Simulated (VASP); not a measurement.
# ZrC: single point with PBE

ZrC:

```
Zr C
1.0
     0.00000    2.35021    2.35021
     2.35021    0.00000    2.35021
     2.35021    2.35021    0.00000
Zr C
1 1
Direct
  0.50000 0.50000 0.50000
  0.00000 0.00000 0.00000
```

```json
{"Program": "VASP 6.6.1", "Task": "single point", "Functional": "PBE", "Potentials or basis": "VASP PAW PBE potentials, release 64 (Zr_sv, C)", "Cutoff": "520 eV", "k mesh": "21 × 21 × 21", "Occupations": "fermi-dirac, width 0.05 eV", "Spin": "no spin polarisation"}
```

| Property | Result |
| --- | --- |
| Pressure | 1.4 GPa |
| Band gap on the k mesh | zero (bands 8 and 9 overlap by 1.31 eV) |

Levels at points of the mesh, in eV from the Fermi level:
| k point | band 5 | band 6 | band 7 | band 8 | band 9 | band 10 | band 11 | band 12 |
| --- | --- | --- | --- | --- | --- | --- | --- | --- |
| (0.00, 0.00, 0.00) | -11.32 | 0.92 | 0.92 | 0.92 | 1.08 | 1.08 | 1.08 | 2.80 |

It took 2.6 min on 1 thread of Intel(R) Xeon(R) Platinum 8259CL CPU @ 2.50GHz (Skylake/Cascade Lake) (shared host), peak memory 0.24 GiB.
